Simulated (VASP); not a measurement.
# SiC (P6_3mc) in VASP: further runs, part 2 of 2

VASP 6.6.1.

### 4 Single point, PBE

This run uses another cell than the first one, of 10.41 Å³/atom, 1.012 times its volume.

File INCAR:

```
SYSTEM = SiC
PREC = Accurate ; ENCUT = 520
EDIFF = 1E-7 ; ISMEAR = 0
SIGMA = 0.05 ; LREAL = .False.
LASPH = .True. ; NELM = 100
ALGO = Normal ; ISIF = 2
LWAVE = .False. ; LCHARG = .False.
GGA = PE ; NBANDS = 26
```

File KPOINTS:

```
Automatic mesh
0
Gamma
  12 12 4
  0 0 0
```

File POSCAR:

```
SiC
1.0
    3.1663000000      0.0000000000      0.0000000000
   -1.5831500000      2.7420962360      0.0000000000
    0.0000000000      0.0000000000      9.5889000000
Si C
4 4
Direct
    0.6666666667      0.3333333333      0.9378436843
    0.3333333333      0.6666666667      0.4378436843
    0.0000000000      0.0000000000      0.6878989045
    0.0000000000      0.0000000000      0.1878989045
    0.6666666667      0.3333333333      0.7498087506
    0.3333333333      0.6666666667      0.2498087506
    0.0000000000      0.0000000000      0.5004476606
    0.0000000000      0.0000000000      0.0004476606
```

Potentials or basis: VASP PAW PBE potentials, release 64 (Si, C).

Started as:

```
$ cat potpaw_PBE.64/Si/POTCAR potpaw_PBE.64/C/POTCAR > POTCAR
$ mpirun -np 1 vasp_std > vasp.out
```

OUTCAR:

```text
SYSTEM = SiC
   PREC = Accurate
   ENCUT = 520
   EDIFF = 1E-7
   ISMEAR = 0
   LREAL = .False.
   LASPH = .True.
   NELM = 100
   ISIF = 2
   GGA = PE

 ion  position               nearest neighbor table
   1  0.667  0.333  0.938-   5 1.80   8 1.92   8 1.92   8 1.92   3 3.01   3 3.01   3 3.01   4 3.02
                             4 3.02   4 3.02
   2  0.333  0.667  0.438-   6 1.80   7 1.92   7 1.92   7 1.92   4 3.01   4 3.01   4 3.01   3 3.02
                             3 3.02   3 3.02
   3  0.000  0.000  0.688-   7 1.80   5 1.92   5 1.92   5 1.92   1 3.01   1 3.01   1 3.01   2 3.02
                             2 3.02   2 3.02
[... 917 lines left out ...]
  Total       -5.9795752     -5.9795752     17.5270908      0.0000000      0.0000000      0.0000000
  in kB     -115.0740419   -115.0740419    337.3004152      0.0000000      0.0000000      0.0000000
  external PRESSURE =      35.7174438 kB  Pullay stress =       0.0000000 kB

 VOLUME and BASIS-vectors are now :
 -----------------------------------------------------------------------------
  energy-cutoff  :      520.00
  volume of cell :       83.25
      direct lattice vectors                 reciprocal lattice vectors
     3.166300000  0.000000000  0.000000000     0.315826043  0.182342251  0.000000000
    -1.583150000  2.742096236  0.000000000     0.000000000  0.364684502  0.000000000
     0.000000000  0.000000000  9.588900000     0.000000000  0.000000000  0.104287249

 POSITION                                       TOTAL-FORCE (eV/Angst)
 -----------------------------------------------------------------------------------
      1.58315      0.91403      8.99289         0.000000     -0.000000      1.000869
     -0.00000      1.82806      4.19844         0.000000      0.000000      1.000869
      0.00000      0.00000      6.59619        -0.000000     -0.000000      1.135175
      0.00000      0.00000      1.80174         0.000000      0.000000      1.135175
      1.58315      0.91403      7.18984        -0.000000      0.000000     -1.110688
     -0.00000      1.82806      2.39539        -0.000000     -0.000000     -1.110688
      0.00000      0.00000      4.79874        -0.000000     -0.000000     -1.025355
      0.00000      0.00000      0.00429         0.000000      0.000000     -1.025355
 -----------------------------------------------------------------------------------
    total drift:                               -0.000000     -0.000000     -0.000341

  FREE ENERGIE OF THE ION-ELECTRON SYSTEM (eV)
  ---------------------------------------------------
  free  energy   TOTEN  =       -59.6465150291 eV

  energy  without entropy=      -59.6465150291  energy(sigma->0) =      -59.64651503
```

OSZICAR:

```text
N       E                     dE             d eps       ncg     rms          rms(c)
DAV:   1     0.717152043022E+02    0.71715E+02   -0.14447E+04  2964   0.111E+03
DAV:   2    -0.602135732711E+02   -0.13193E+03   -0.12208E+03  3962   0.189E+02
DAV:   3    -0.671456306803E+02   -0.69321E+01   -0.68789E+01  4046   0.406E+01
DAV:   4    -0.672346599822E+02   -0.89029E-01   -0.88894E-01  3848   0.536E+00
DAV:   5    -0.672362209142E+02   -0.15609E-02   -0.15600E-02  3946   0.678E-01    0.177E+01
DAV:   6    -0.598541744265E+02    0.73820E+01   -0.19474E+01  3734   0.194E+01    0.797E+00
DAV:   7    -0.596818845839E+02    0.17229E+00   -0.21761E+00  4034   0.668E+00    0.343E+00
DAV:   8    -0.596486473302E+02    0.33237E-01   -0.11956E-01  3610   0.167E+00    0.106E+00
DAV:   9    -0.596459147817E+02    0.27325E-02   -0.18555E-02  3734   0.744E-01    0.178E-01
DAV:  10    -0.596464323808E+02   -0.51760E-03   -0.17461E-03  3634   0.216E-01    0.803E-02
DAV:  11    -0.596465155280E+02   -0.83147E-04   -0.18194E-04  3586   0.814E-02    0.230E-02
DAV:  12    -0.596465135790E+02    0.19491E-05   -0.12118E-05  3890   0.190E-02    0.905E-03
DAV:  13    -0.596465147068E+02   -0.11278E-05   -0.34218E-06  3618   0.102E-02    0.210E-03
DAV:  14    -0.596465148919E+02   -0.18509E-06   -0.29520E-07  3138   0.288E-03    0.962E-04
DAV:  15    -0.596465150051E+02   -0.11325E-06   -0.22961E-08  1792   0.958E-04    0.350E-04
DAV:  16    -0.596465150291E+02   -0.23925E-07   -0.88680E-09  1754   0.557E-04
   1 F= -.59646515E+02 E0= -.59646515E+02  d E =-.654936E-13
```

stdout:

```text
POSCAR found type information on POSCAR SiC
 POSCAR found :  2 types and       8 ions
 scaLAPACK will be used
 LDA part: xc-table for (Slater+PW92), standard interpolation
 POSCAR, INCAR and KPOINTS ok, starting setup
 FFT: planning ... GRIDC
 FFT: planning ... GRID_SOFT
 FFT: planning ... GRID
 WAVECAR not read
 entering main loop
```

Wall time 80 s (1 thread of Intel Xeon Platinum 8488C (Sapphire Rapids), shared host); peak memory 0.24 GiB.

What came out:

| Quantity | Value |
| --- | --- |
| Free energy | -59.6465 eV |
| Pressure | 3.6 GPa |
| Largest force | 1.135 eV/Å |
| Band gap on the k mesh | 1.79 eV, indirect (least direct gap 2.91 eV) |

Forces on the atoms (eV/Å):
```
Si   0.000  0.000  1.001
Si   0.000  0.000  1.001
Si   0.000  0.000  1.135
Si   0.000  0.000  1.135
C    0.000  0.000 -1.111
C    0.000  0.000 -1.111
C    0.000  0.000 -1.025
C    0.000  0.000 -1.025
```

Levels at points of the mesh, in eV from the valence-band top:
| k point | band 12 | band 13 | band 14 | band 15 | band 16 | band 17 | band 18 | band 19 | band 20 | band 21 |
| --- | --- | --- | --- | --- | --- | --- | --- | --- | --- | --- |
| (0.00, 0.00, 0.00) | -1.03 | -1.03 | -0.25 | -0.25 | 0.00 | 3.73 | 4.48 | 5.32 | 5.71 | 6.17 |
| (0.50, 0.00, 0.00) | -2.77 | -2.70 | -2.01 | -1.49 | -1.12 | 1.79 | 2.20 | 3.79 | 4.95 | 5.39 |
| (0.00, 0.00, 0.50) | -1.26 | -0.54 | -0.54 | -0.54 | -0.54 | 4.00 | 4.00 | 5.75 | 5.75 | 6.30 |
| (0.50, 0.00, 0.50) | -3.52 | -2.52 | -2.52 | -1.70 | -1.70 | 2.19 | 2.19 | 4.24 | 4.24 | 6.17 |

Caveat: forces of over 1 eV/Å act on the atoms, so gaps and moduli don't describe the material at rest. As with any semilocal functional, this PBE gap is likely too small.

### 5 Single point, PBE

This run uses another cell than the first one, of 10.50 Å³/atom, 1.021 times its volume.

File INCAR:

```
ALGO = Normal ; EDIFF = 1E-6
ENCUT = 520 ; GGA = PE
ISIF = 2 ; ISMEAR = 0
LASPH = True ; LCHARG = True
LELF = True ; LREAL = False
LVHAR = True ; LWAVE = False
NBANDS = 26 ; NELM = 60
PREC = Accurate ; SIGMA = 0.05
```

File KPOINTS:

```
k-points
0
Gamma
  12 12 4
```

POSCAR: that of step 4 with these lines changed.

```diff
@@ -2,5 +2,5 @@
 1.0
-    3.1663000000      0.0000000000      0.0000000000
-   -1.5831500000      2.7420962360      0.0000000000
-    0.0000000000      0.0000000000      9.5889000000
+    3.0940652517      0.0000000000      0.0000000000
+   -1.5470326258      2.6795391090      0.0000000000
+    0.0000000000      0.0000000000     10.1291708101
 Si C
```

Started as:

```
$ cat potpaw_PBE.64/Si/POTCAR potpaw_PBE.64/C/POTCAR > POTCAR
$ mpirun -np 1 vasp_std > vasp.out
```

It took 82 s on 1 thread of Intel Xeon Platinum 8488C (Sapphire Rapids), shared host; peak memory 0.24 GiB.

It converged, with:

| Property | Result |
| --- | --- |
| Free energy | -60.2490 eV |
| Pressure | 0.0 GPa |
| Band gap on the k mesh | 2.22 eV, indirect (least direct gap 3.34 eV) |

Levels at points of the mesh, in eV from the valence-band top:
```csv
k point,band 14,band 15,band 16,band 17,band 18,band 19
"(0.00, 0.00, 0.00)",-0.05,0.00,0.00,4.96,5.54,6.12
"(0.50, 0.00, 0.00)",-2.20,-1.56,-1.12,2.22,2.34,4.18
"(0.00, 0.00, 0.50)",-0.21,-0.21,-0.21,5.17,5.17,6.61
"(0.50, 0.00, 0.50)",-2.48,-1.54,-1.54,2.63,2.63,4.17
```

### 6 The runs side by side

| cell | gap on the mesh (eV) | pressure (GPa) | largest force (eV/Å) |
| --- | --- | --- | --- |
| a = 3.022, b = 3.022, c = 10.399 Å, angles 90.0, 90.0, 120.0°, 8 atoms | 1.97 | 5.4 | 0.42 |
| a = 2.950, b = 2.950, c = 10.940 Å, angles 90.0, 90.0, 120.0°, 8 atoms | 1.46 | 8.7 | 0.64 |
| a = 3.166, b = 3.166, c = 9.589 Å, angles 90.0, 90.0, 120.0°, 8 atoms | 1.79 | 3.6 | 1.14 |
| a = 3.094, b = 3.094, c = 10.129 Å, angles 90.0, 90.0, 120.0°, 8 atoms | 2.22 | 0.0 | - |

Alike in all rows: task single point; level PBE; potentials or basis VASP PAW PBE potentials, release 64 (Si, C); no spin polarisation; k mesh 12 × 12 × 4; cutoff (eV) 520; smearing gaussian 0.05 eV.

Caveats: forces of over 1 eV/Å act on the atoms, so gaps and moduli don't describe the material at rest (some runs).

Total energies depend on the potentials used, so only differences within one code and one set of settings carry meaning.
